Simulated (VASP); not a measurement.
Set up this calculation in VASP 6.6.1, as the native input.

| Quantity | Value |
| --- | --- |
| Task | single point |
| Functional | PBE |
| Potentials or basis | VASP PAW PBE potentials, release 64 (Zn, Cd, O) |
| Cutoff | 520 eV |
| k mesh | 6 × 6 × 2 |
| Occupations | gaussian, width 0.2 eV |
| Spin | no spin polarisation |
| Dipole correction | no |
| Further INCAR settings | ALGO = Normal; EDIFF = 1e-07; NBANDS = 66 |

The structure of ZnCd5O6 lies in POSCAR:

```
ZnCd5O6
1.0
    3.3034813588     -0.0012471994      0.0252024283
   -0.0002941247      4.7893953173     -0.0003749474
    0.0760601771      0.0000060191      9.9493271711
Zn Cd O
1 5 6
Direct
   -0.0034716788      0.0301427169      0.4994031793
    0.0140353758      0.0016326752      0.8277112706
    0.5004545397      0.5010001099     -0.0000718504
   -0.0125713968      0.0017270136      0.1720231047
    0.4933493211      0.5063456879      0.3385211090
    0.5060935185      0.5060865535      0.6613991156
    0.0147041066      0.4997980237      0.8315400201
    0.5003210100      0.0004269055      0.0001767684
   -0.0140544805      0.4999314021      0.1686119495
    0.4440928028     -0.0057953232      0.3508224559
   -0.0004095121      0.4647319575      0.4999146162
    0.5574563938     -0.0060277228      0.6499482611
```

The input as run:

INCAR

```
PREC = Accurate ; ENCUT = 520
EDIFF = 1E-7 ; ISMEAR = 0
SIGMA = 0.2 ; LREAL = F
LASPH = T ; NELM = 80
ALGO = Normal ; ISIF = 2
LWAVE = F ; LCHARG = F
GGA = PE ; NBANDS = 66
```

KPOINTS

```
Automatic mesh
0
Gamma
  6 6 2
```

Potentials or basis: VASP PAW PBE potentials, release 64 (Zn, Cd, O).

The run is started by

```sh
$ cat potpaw_PBE.64/Zn/POTCAR potpaw_PBE.64/Cd/POTCAR potpaw_PBE.64/O/POTCAR > POTCAR
$ mpirun -np 1 vasp_std > vasp.out
```

It gave:

```
Pressure               : 1.2 GPa
Largest force          : 0.039 eV/Å
Band gap on the k mesh : zero (band 54 reaches 1.79 eV, above the bottom of band 55 at 1.50 eV)
```

Run time: 11 min on 1 thread of Intel(R) Xeon(R) Platinum 8259CL CPU @ 2.50GHz (Skylake/Cascade Lake), with other jobs on the host, peak memory 0.48 GiB.
